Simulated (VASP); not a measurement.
# NaCl (Fm-3m) in VASP: G0W0 quasiparticle levels with r2SCAN

Aim: the G0W0 quasiparticle levels of NaCl with r2SCAN.

All numbers are computed with VASP 6.6.1; they aren't measurements. Logs are shortened: lines on timing, memory, paths and dates and some standing lists are left out, and cuts for length are marked.

**1. The cell of the first run**

It takes space group Fm-3m (No. 225, cubic). The conventional cell has a = 5.605 Å, b = 5.605 Å, c = 5.605 Å, α = 90.00°, β = 90.00°, γ = 90.00°. Within 3.7 Å of Na (site symmetry m-3m) lie 6 Cl at 2.80 Å. Cl (site symmetry m-3m) has 6 Na at 2.80 Å within 3.7 Å.

**2. G0W0 quasiparticle levels, r2SCAN**

The input, POSCAR:

```
NaCl
1.0
    0.0000000000      2.8027319694      2.8027319694
    2.8027319694      0.0000000000      2.8027319694
    2.8027319694      2.8027319694      0.0000000000
Na Cl
1 1
Direct
    0.0000000000      0.0000000000      0.0000000000
    0.5000000000      0.5000000000      0.5000000000
```

The input, INCAR.step1:

```
SYSTEM = NaCl
PREC = Accurate ; ENCUT = 500
EDIFF = 1E-8 ; ISMEAR = 0
SIGMA = 0.01 ; LREAL = .FALSE.
LASPH = .TRUE. ; NELM = 100
ALGO = Normal ; LWAVE = .TRUE.
LCHARG = .FALSE. ; METAGGA = R2SCAN
LMIXTAU = .TRUE.
```

The input, INCAR.step2:

```
SYSTEM = NaCl
PREC = Accurate ; ENCUT = 500
EDIFF = 1E-8 ; ISMEAR = 0
SIGMA = 0.01 ; LREAL = .FALSE.
LASPH = .TRUE. ; NELM = 1
ALGO = Exact ; LWAVE = .TRUE.
LCHARG = .FALSE. ; METAGGA = R2SCAN
LMIXTAU = .TRUE. ; NBANDS = 173
LOPTICS = .TRUE. ; ISTART = 1
```

The input, INCAR.step3:

```
SYSTEM = NaCl
PREC = Accurate ; ENCUT = 500
EDIFF = 1E-8 ; ISMEAR = 0
SIGMA = 0.01 ; LREAL = .FALSE.
LASPH = .TRUE. ; ALGO = EVGW0
LWAVE = .FALSE. ; LCHARG = .FALSE.
METAGGA = R2SCAN ; LMIXTAU = .TRUE.
NELMGW = 1 ; NBANDS = 173
ENCUTGW = 140.0 ; NOMEGA = 96
PRECFOCK = Fast ; ISTART = 1
NBANDSGW = 16 ; OMEGAMAX = 20
```

The input, KPOINTS:

```
regular mesh
0
G
  4 4 4
  0 0 0
```

Potentials or basis: VASP PAW PBE potentials, release 64 (Na_sv_GW, Cl_GW).

Command:

```console
$ cat potpaw_PBE.64/Na_sv_GW/POTCAR potpaw_PBE.64/Cl_GW/POTCAR > POTCAR
$ cp INCAR.step1 INCAR
$ mpirun -np 1 vasp_std > vasp.out
$ cp INCAR.step2 INCAR
$ mpirun -np 1 vasp_std > vasp.out
$ cp INCAR.step3 INCAR
$ mpirun -np 1 vasp_std > vasp.out
```

OUTCAR:

```text
SYSTEM = NaCl
   PREC = Accurate
   ENCUT = 500
   EDIFF = 1E-8
   ISMEAR = 0
   LREAL = .FALSE.
   LASPH = .TRUE.
   METAGGA = R2SCAN
   NELMGW = 1
   ENCUTGW = 140.0
   PRECFOCK = Fast
   ISTART = 1

 ion  position               nearest neighbor table
   1  0.000  0.000  0.000-
   2  0.500  0.500  0.500-

  LATTYP: Found a face centered cubic cell.
 ALAT       =     5.6054639388

  Lattice vectors:

 A1 = (   0.0000000000,   2.8027319694,   2.8027319694)
 A2 = (   2.8027319694,   0.0000000000,   2.8027319694)
 A3 = (   2.8027319694,   2.8027319694,   0.0000000000)

Analysis of symmetry for initial positions (statically):
=====================================================================
 Subroutine PRICEL returns:
 Original cell was already a primitive cell.

 Routine SETGRP: Setting up the symmetry group for a
 face centered cubic supercell.

 Subroutine GETGRP returns: Found 48 space group operations
 (whereof 48 operations were pure point group operations)
 out of a pool of 48 trial point group operations.

The static configuration has the point symmetry O_h .

Analysis of symmetry for dynamics (positions and initial velocities):
=====================================================================
 Subroutine PRICEL returns:
 Original cell was already a primitive cell.

 Routine SETGRP: Setting up the symmetry group for a
 face centered cubic supercell.

 Subroutine GETGRP returns: Found 48 space group operations
 (whereof 48 operations were pure point group operations)
 out of a pool of 48 trial point group operations.

The dynamic configuration has the point symmetry O_h .

 Subroutine INISYM returns: Found 48 space group operations
 (whereof 48 operations are pure point group operations),
 and found     1 'primitive' translations

----------------------------------------------------------------------------------------

                                     Primitive cell

  volume of cell :      44.0326

  direct lattice vectors                    reciprocal lattice vectors
     0.000000000  2.802731969  2.802731969    -0.178397366  0.178397366  0.178397366
     2.802731969  0.000000000  2.802731969     0.178397366 -0.178397366  0.178397366
     2.802731969  2.802731969  0.000000000     0.178397366  0.178397366 -0.178397366

  length of vectors
     3.963661563  3.963661563  3.963661563     0.308993301  0.308993301  0.308993301

  position of ions in fractional coordinates (direct lattice)
     0.000000000  0.000000000  0.000000000
     0.500000000  0.500000000  0.500000000

  ion indices of the primitive-cell ions
   primitive index   ion index
                 1           1
                 2           2

----------------------------------------------------------------------------------------

 KPOINTS: regular mesh

Automatic generation of k-mesh.
 Grid dimensions read from file:
 generate k-points for:    4    4    4

 Generating k-lattice:

  Cartesian coordinates                     Fractional coordinates (reciprocal lattice)
    -0.044599341  0.044599341  0.044599341     0.250000000  0.000000000  0.000000000
     0.044599341 -0.044599341  0.044599341     0.000000000  0.250000000  0.000000000
     0.044599341  0.044599341 -0.044599341     0.000000000  0.000000000  0.250000000

  Length of vectors
     0.077248325  0.077248325  0.077248325

  Shift w.r.t. Gamma in fractional coordinates (k-lattice)
     0.000000000  0.000000000  0.000000000

 Subroutine IBZKPT returns following result:
 ===========================================

 Found      8 irreducible k-points:

 Following reciprocal coordinates:
            Coordinates               Weight
  0.000000  0.000000  0.000000      1.000000
  0.250000  0.000000  0.000000      8.000000
  0.500000  0.000000  0.000000      4.000000
  0.250000  0.250000  0.000000      6.000000
  0.500000  0.250000  0.000000     24.000000
 -0.250000  0.250000  0.000000     12.000000
  0.500000  0.500000  0.000000      3.000000
 -0.250000  0.500000  0.250000      6.000000
   k-points           NKPTS =      8   k-points in BZ     NKDIM =     64   number of bands    NBANDS=    173
   number of dos      NEDOS =    301   number of ions     NIONS =      2
   total plane-waves  NPLWV =  27000
   dimension x,y,z NGX =    30 NGY =   30 NGZ =   30
   dimension x,y,z NGXF=    60 NGYF=   60 NGZF=   60
   ions per type =               1   1
   NGX,Y,Z   is equivalent  to a cutoff of  12.58, 12.58, 12.58 a.u.
   NGXF,Y,Z  is equivalent  to a cutoff of  25.17, 25.17, 25.17 a.u.
 SYSTEM =  NaCl
   PREC   = accura    normal or accurate (medium, high low for compatibility)
   ISTART =      1    job   : 0-new  1-cont  2-samecut
   ICHARG =      0    charge: 1-file 2-atom 10-const
   ISPIN  =      1    spin polarized calculation?
   LNONCOLLINEAR =      F non collinear calculations
   LSORBIT =      F    spin-orbit coupling
   LASPH  =      T    aspherical Exc in radial PAW
   ENCUT  =  500.0 eV  36.75 Ry    6.06 a.u.   7.23  7.23  7.23*2*pi/ulx,y,z
   NELM   =     60;   NELMIN=  2; NELMDL=  0     # of ELM steps
   EDIFF  = 0.1E-07   stopping-criterion for ELM
   LREAL  =      F    real-space projection
   EDIFFG = 0.1E-06   stopping-criterion for IOM
   NSW    =      0    number of steps for IOM
   IBRION =     -1    ionic relax: 0-MD 1-quasi-New 2-CG
   NFREE  =      0    steps in history (QN), initial steepest desc. (CG)
   ISIF   =      0    stress and relaxation
   ISYM   =      3    0-nonsym 1-usesym 2-fastsym
   POTIM  = 0.5000    time-step for ionic-motion
   TEBEG  =    0.0;   TEEND  =   0.0 temperature during run
   PSTRESS=    0.0 pullay stress
   NELECT =      16.0000    total number of electrons
   NUPDOWN=      -1.0000    fix difference up-down
   EMIN   =  10.00;   EMAX   =-10.00  energy-range for DOS
   EFERMI =   0.00;   METHOD = LEGACY
   ISMEAR =     0;   SIGMA  =   0.01  broadening in eV -4-tet -1-fermi 0-gaus
   EFERMI_NEDOS =   21; number of points for ismear=-14 and -15
   IALGO  =     38    algorithm
   IMIX   =      4    mixing-type and parameters
     AMIX     =   0.40;   BMIX     =  1.00
     AMIX_MAG =   1.60;   BMIX_MAG =  1.00
  volume/ion in A,a.u.               =      22.02       148.57
  Fermi-wavevector in a.u.,A,eV,Ry     =   1.168216  2.207609 18.568270  1.364729
  Thomas-Fermi vector in A             =   2.304706
   LORBIT       =      0    0 simple, 1 ext, 2 COOP (PROOUT), +10 PAW based schemes
   METAGGA = R2SCAN    functional components
   LHFCALC =     T    Hartree Fock is set to
   PRECFOCK=fast      Normal, Fast or Accurate (Low or Medium for compatibility)
   ENCUT4O =  -1.0   cutoff for four orbital integrals eV
   NKREDX  =     1    reduce k-point grid by
   NKREDY  =     1    reduce k-point grid by
   NKREDZ  =     1    reduce k-point grid by
   AEXX    =    1.0000 exact exchange contribution
   HFSCREEN=    0.0000 screening length (either q_TF or 0.3 A-1)
   HFSCREENC=   0.0000 screening length for correlation (either q_TF or 0.3 A-1)
   ENCUTFOCK=  -1.0 apply spherical cutoff to Coloumb kernel
   IVDW    =     0    specifies the selected vdW correction
   LEPSILON=     F    determine dielectric tensor
   LRPA    =     F    only Hartree local field effects (RPA)
   LRPAFORCE           =     F    calculate RPA forces
   ENCUTGW             = 140.0    cutoff for response function in eV
   ENCUTGWSOFT         = 112.0    soft cutoff for Coulomb kernel in GW response function in eV
   ENCUTLF             =  -1.0    cutoff for local field effects
   NELMGW              =     1    number of iterations in solving QP/BSE equation
   NELMHF              =     1    number of iterations in the inner HF iteration
   NKREDLFX            =     1    NKREDLFY  =   1   NKREDLFZ  =   1
 non-spin polarized calculation
 Gauss-broadening in eV      SIGMA  =   0.01
  energy-cutoff  :      500.00
  volume of cell :       44.03
 maximum number of plane-waves:      1139
 NGX is ok and might be reduce to    30
  NGX = 16; NGY = 16; NGZ = 16
   NGX = 15   NGY = 15   NGZ = 15
 maximum number of plane-waves:       174

 QP shifts <psi_nk| G(iteration)W_0 |psi_nk>: iteration 1
 for sc-GW calculations column KS-energies equals QP-energies in previous step
 and V_xc(KS)=  KS-energies - (<T + V_ion + V_H > + <T+V_H+V_ion>^1  + <V_x>^1)

 k-point   1 :       0.0000    0.0000    0.0000
  band No.  KS-energies  QP-energies   sigma(KS)   V_xc(KS)     V^pw_x(r,r')   Z            occupation Imag(sigma)

      1     -52.2917     -59.7395     -41.6650     -32.2086     -49.2981       0.7876       2.0000       0.2147
      2     -22.7364     -27.7910     -35.8582     -29.7334     -41.4665       0.8253       2.0000       0.0381
      3     -22.7364     -27.7910     -35.8582     -29.7334     -41.4665       0.8253       2.0000       0.0381
      4     -22.7364     -27.7910     -35.8582     -29.7334     -41.4665       0.8253       2.0000       0.0381
      5     -14.5513     -15.2045     -16.8820     -15.9129     -24.1934       0.6740       2.0000       1.2344
      6      -1.2787      -3.0352     -17.0866     -14.9298     -18.9167       0.8144       2.0000       0.0252
[... 8 lines left out ...]
     15      14.4299      14.6211      -4.7223      -4.9600      -0.9311       0.8041       0.0000      -0.1139
     16      17.3040      17.8417      -7.0562      -7.7050      -2.9451       0.8288       0.0000      -0.2728

 k-point   2 :       0.2500    0.0000    0.0000
  band No.  KS-energies  QP-energies   sigma(KS)   V_xc(KS)     V^pw_x(r,r')   Z            occupation Imag(sigma)

      1     -52.2912     -59.7453     -41.6656     -32.2096     -49.2988       0.7883       2.0000       0.2146
      2     -22.7517     -27.7872     -35.7906     -29.6727     -41.4047       0.8231       2.0000       0.0501
      3     -22.7373     -27.7899     -35.8543     -29.7306     -41.4622       0.8251       2.0000       0.0381
      4     -22.7373     -27.7899     -35.8543     -29.7306     -41.4622       0.8251       2.0000       0.0381
      5     -14.3739     -15.0383     -17.1060     -16.1405     -24.3720       0.6882       2.0000       1.1910
      6      -2.4146      -4.2881     -15.8859     -13.5588     -17.7871       0.8051       2.0000       0.0288
[... 8 lines left out ...]
     15      15.4620      16.0839      -6.2978      -7.0714      -2.3091       0.8040       0.0000      -0.1403
     16      18.5949      19.1661      -6.5450      -7.2340      -2.2165       0.8291       0.0000      -0.3970

 k-point   3 :       0.5000    0.0000    0.0000
  band No.  KS-energies  QP-energies   sigma(KS)   V_xc(KS)     V^pw_x(r,r')   Z            occupation Imag(sigma)

      1     -52.2908     -59.7556     -41.6658     -32.2107     -49.2991       0.7895       2.0000       0.2146
      2     -22.7670     -27.7915     -35.7221     -29.6141     -41.3415       0.8226       2.0000       0.0616
      3     -22.7382     -27.7879     -35.8503     -29.7278     -41.4579       0.8248       2.0000       0.0382
      4     -22.7382     -27.7879     -35.8503     -29.7278     -41.4579       0.8248       2.0000       0.0382
      5     -14.1856     -14.8714     -17.3484     -16.3927     -24.5710       0.7175       2.0000       1.1470
      6      -3.2899      -5.2784     -15.2882     -12.8055     -17.3366       0.8009       2.0000       0.0372
[... 74 lines left out ...]
      1     -52.2905     -59.7754     -41.6654     -32.2113     -49.2989       0.7917       2.0000       0.2141
      2     -22.7565     -27.7899     -35.7900     -29.6653     -41.3923       0.8218       2.0000       0.0399
      3     -22.7443     -27.7873     -35.8320     -29.7071     -41.4376       0.8234       2.0000       0.0386
      4     -22.7443     -27.7873     -35.8320     -29.7071     -41.4376       0.8234       2.0000       0.0386
      5     -14.1353     -14.8002     -17.2686     -16.3489     -24.4920       0.7230       2.0000       1.1413
      6      -3.0054      -5.0039     -15.6731     -13.1780     -17.7325       0.8010       2.0000       0.0345
[... 8 lines left out ...]
     15      16.2170      17.8861      -9.2530     -11.3326      -5.0080       0.8026       0.0000      -0.1301
     16      16.2170      17.8861      -9.2530     -11.3326      -5.0080       0.8026       0.0000      -0.1301

 k-point   8 :      -0.2500    0.5000    0.2500
  band No.  KS-energies  QP-energies   sigma(KS)   V_xc(KS)     V^pw_x(r,r')   Z            occupation Imag(sigma)

      1     -52.2906     -59.7734     -41.6659     -32.2112     -49.2993       0.7915       2.0000       0.2143
      2     -22.7504     -27.7853     -35.8110     -29.6863     -41.4152       0.8221       2.0000       0.0393
      3     -22.7504     -27.7853     -35.8110     -29.6863     -41.4152       0.8221       2.0000       0.0393
      4     -22.7469     -27.7822     -35.8116     -29.6937     -41.4225       0.8230       2.0000       0.0455
      5     -14.1164     -14.7747     -17.3261     -16.4012     -24.5443       0.7117       2.0000       1.1354
      6      -2.5130      -4.4440     -16.0101     -13.6075     -17.9888       0.8037       2.0000       0.0306
[... 8 lines left out ...]
     15      15.9484      17.1368      -8.2002      -9.6633      -4.0318       0.8122       0.0000      -0.1466
     16      16.2652      17.9537      -9.3380     -11.4471      -5.0742       0.8006       0.0000      -0.1322
```

Wall time 2.2 min (1 thread of Intel Xeon 6975P-C (Granite Rapids), shared host); peak memory 0.47 GiB.

Results:

| Item | Value |
| --- | --- |
| Quasiparticle gap | 8.43 eV |
| Least direct quasiparticle gap | 8.43 eV |
| Band gap of the starting levels on the mesh | 5.82 eV |
| Least direct gap of the starting levels on the mesh | 5.82 eV |

Caveat: the k points lie up to 0.49 Å⁻¹ apart; bands, screening cutoff and mesh are small and nothing is extrapolated, so the quasiparticle values aren't converged.
